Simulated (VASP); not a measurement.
Runs of VASP 6.6.1 on SiNi2. The structure is that of space group P6_3/mmc (No. 194), or close to it. The cells are those of the table. 

```csv
task,cell,k mesh,cutoff (eV),gap on the mesh (eV),pressure (GPa),relaxed volume (Å³/atom)
relaxation of cell and atoms,"relaxed from a = 3.911, b = 3.911, c = 4.992 Å, angles 90.0, 90.0, 120.0°, 6 atoms",12 × 12 × 8,600,none,0.1,11.04
single point,"a = 3.912, b = 3.912, c = 4.991 Å, angles 90.0, 90.0, 120.0°, 6 atoms",12 × 12 × 8,520,none,(a),-
relaxation of cell and atoms,"relaxed from a = 3.836, b = 3.836, c = 4.948 Å, angles 90.0, 90.0, 120.0°, 6 atoms",6 × 6 × 4,600,none,-0.3,11.03
single point,"a = 3.911, b = 3.911, c = 4.992 Å, angles 90.0, 90.0, 120.0°, 6 atoms",6 × 6 × 4,520,none,0.1,-
```

Alike in all rows: level PBE; potentials or basis VASP PAW PBE potentials, release 64 (Si, Ni); no spin polarisation; smearing gaussian 0.1 eV.

Task: Estimate the missing entries.

Result: (a) 0.0.

A gap of «none» marks levels without a gap at the run's occupations.
